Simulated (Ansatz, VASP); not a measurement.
BeTe in VASP and in Ansatz

INCAR

```
PREC = Accurate
ENCUT = 600
EDIFF = 1E-6
ISMEAR = 0
SIGMA = 0.01
LREAL = False
LASPH = True
NELM = 120
ALGO = Normal
ISIF = 2
LWAVE = False
LCHARG = False
GGA = PS
NBANDS = 11
GGA_COMPAT = False
```

KPOINTS

```
Automatic mesh
0
Gamma
  8 8 8
```

POSCAR

```
BeTe
1.0
    0.0000000000      2.8167999037      2.8167999037
    2.8167999037      0.0000000000      2.8167999037
    2.8167999037      2.8167999037      0.0000000000
Be Te
1 1
Direct
    0.0000000000      0.0000000000      0.0000000000
    0.7500000000      0.7500000000      0.7500000000
```

Input for Ansatz:

```yaml
crystal:
  lattice:
    - [0.0, 2.8167999037, 2.8167999037]
    - [2.8167999037, 0.0, 2.8167999037]
    - [2.8167999037, 2.8167999037, 0.0]
  atoms:
    - { symbol: Be, position: [0.0, 0.0, 0.0] }
    - { symbol: Te, position: [0.75, 0.75, 0.75] }
kpoints:
  mp_grid: { grid: [8, 8, 8] }
scf:
  occupations: { method: fixed }
  convergence: { dr2_threshold: 1.0e-10 }
hamiltonian:
  xc: pbesol
  pseudopotentials: { kind: paw }
output:
  forces: true
  stress: true
  eigenstates:
    kpoints:
      - [0.0, 0.0, 0.0]
      - [0.0, -0.5, -0.5]
      - [-0.5, 0.0, -0.5]
      - [-0.5, -0.5, 0.0]
      - [0.0, 0.5, 0.0]
      - [0.5, 0.0, 0.0]
      - [0.0, 0.0, 0.5]
      - [0.5, 0.5, 0.5]
  eigenvalues: true
```

Alike in both runs: task single point; functional PBEsol; k mesh 8 × 8 × 8; no spin polarisation.

```csv
,VASP,Ansatz
version,VASP 6.6.1,Ansatz 0.2.0
potentials or method,"VASP PAW PBE potentials, release 64 (Be, Te)","PAW with Ansatz's default frozen-core files, scalar-relativistic"
plane-wave cutoff (eV),600,420
occupations,"gaussian, width 0.01 eV",fixed
valence electrons in the cell,8,18
```

VASP gave:

- gap on the k mesh at the Fermi level (eV): 1.86
- pressure (GPa): -0.7

Question: Estimate Ansatz's values.

Answer: gap on the k mesh at the Fermi level (eV): 1.87; pressure (GPa): -0.9.

VASP's potentials were made for PBE, not for PBEsol. VASP's potentials hold 8 valence electrons a cell and Ansatz's 18, so a difference there can come from the potentials and not from the codes.

Spin-orbit coupling is off throughout.
